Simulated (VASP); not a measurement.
# Al3Cu: single point with LDA

The system is Al3Cu.

```xyz
4
Lattice="3.7200 0.0000 0.0000 0.0000 3.7200 0.0000 0.0000 0.0000 4.1247" Properties=species:S:1:pos:R:3 pbc="T T T"
Al    0.0000    1.8600    2.0624
Al    1.8600    0.0000    2.0624
Al    1.8600    1.8600    0.0000
Cu    0.0000    0.0000    0.0000
```

This cell differs from its parent crystal: strain +e along x and -e along y +0.0000, strain +e along z and -e/2 along x and y +0.0700.

- Program: VASP 6.6.1
- Task: single point
- Functional: LDA
- Potentials or basis: VASP PAW LDA potentials, release 64 (Al, Cu)
- Cutoff: 520 eV
- k mesh: 10 × 10 × 10
- Occupations: gaussian, width 0.15 eV
- Spin: no spin polarisation
- Dipole correction: no
- Further INCAR settings: ALGO = Fast; EDIFF = 1e-06; NBANDS = 18

```yaml
Pressure: 1.4 GPa
Band_gap_on_the_k_mesh: zero (band 10 reaches 10.42 eV, above the bottom of band 11 at 6.62 eV)
```

Stress tensor (GPa, compression positive):
```
 4.93  0.00  0.00
 0.00  4.93  0.00
 0.00  0.00 -5.78
```

Levels at points of the mesh, in eV from the Fermi level:
| k point | band 8 | band 9 | band 10 | band 11 | band 12 | band 13 |
| --- | --- | --- | --- | --- | --- | --- |
| (0.00, 0.00, 0.00) | -1.84 | -1.84 | -1.16 | 0.60 | 1.35 | 6.19 |
| (0.50, 0.00, 0.00) | -0.56 | -0.20 | 0.01 | 0.96 | 1.07 | 1.52 |
| (0.50, 0.50, 0.00) | -3.34 | -3.23 | 0.79 | 2.60 | 2.60 | 2.65 |
| (0.00, 0.00, 0.50) | 0.50 | 0.50 | 0.64 | 0.64 | 1.05 | 2.65 |
| (0.50, 0.00, 0.50) | -3.41 | -3.17 | 1.83 | 3.19 | 3.74 | 3.88 |
| (0.50, 0.50, 0.50) | -3.59 | -3.48 | -2.44 | -1.97 | -1.97 | -1.72 |

Run time: 68 s on 1 thread of Intel(R) Xeon(R) 6975P-C (Granite Rapids) (shared host), peak memory 0.23 GiB.

Caveat: the cell differs from its parent crystal (strain +e along x and -e along y +0.0000, strain +e along z and -e/2 along x and y +0.0700).
